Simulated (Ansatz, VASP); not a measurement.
**One calculation of Li, two programs**

INCAR

```
PREC = Accurate
ENCUT = 650
EDIFF = 1E-6
ISMEAR = -1
SIGMA = 0.22
LREAL = False
LASPH = True
NELM = 200
ALGO = Normal
ISIF = 2
LWAVE = False
LCHARG = False
ISPIN = 2
MAGMOM = 1
LORBIT = 11
GGA = PE
NBANDS = 12
GGA_COMPAT = False
```

The input KPOINTS:

```
regular mesh
0
Gamma
  1 1 1
```

The input POSCAR:

```
Li
1.0
    9.0000000000      0.0000000000      0.0000000000
    0.0000000000      9.3000000000      0.0000000000
    0.0000000000      0.0000000000      9.6000000000
Li
1
Direct
    0.4995663100      0.5033063800      0.5033308200
```

Input for Ansatz:

```yaml
crystal:
  lattice:
    - [9, 0, 0]
    - [0.0, 9.3, 0.0]
    - [0.0, 0.0, 9.6]
  atoms:
    - { symbol: Li, position: [0.49956631, 0.50330638, 0.50333082], spin: 1 }
kpoints:
  mp_grid: { grid: [1, 1, 1] }
hamiltonian:
  xc: pbe
  pseudopotentials: { kind: paw }
output:
  forces: true
magnetization:
  spin_polarized: true
scf:
  occupations: { method: fermi_dirac, width: "0.22 eV" }
  convergence: { dr2_threshold: 1.0e-09 }
```

Alike in both runs: task single point; functional PBE; k mesh 1 × 1 × 1; collinear spin.

```csv
,VASP,Ansatz
version,VASP 6.6.1,Ansatz 0.2 development build
potentials or method,"VASP PAW PBE potentials, release 64 (Li_sv)","PAW hard, scalar-relativistic"
plane-wave cutoff (eV),650,780
occupations,"fermi-dirac, width 0.22 eV",fermi-dirac
```

```tsv
	VASP	Ansatz	Ansatz less VASP
net moment per atom (μB)	1.00	0.69	-0.309
size of the moment on the site where the two differ most (μB)	0.06	0.67	+0.615
```

The net moments are unlike, so the other rows may belong to different states. Site moments also hang on the region over which each program counts them.
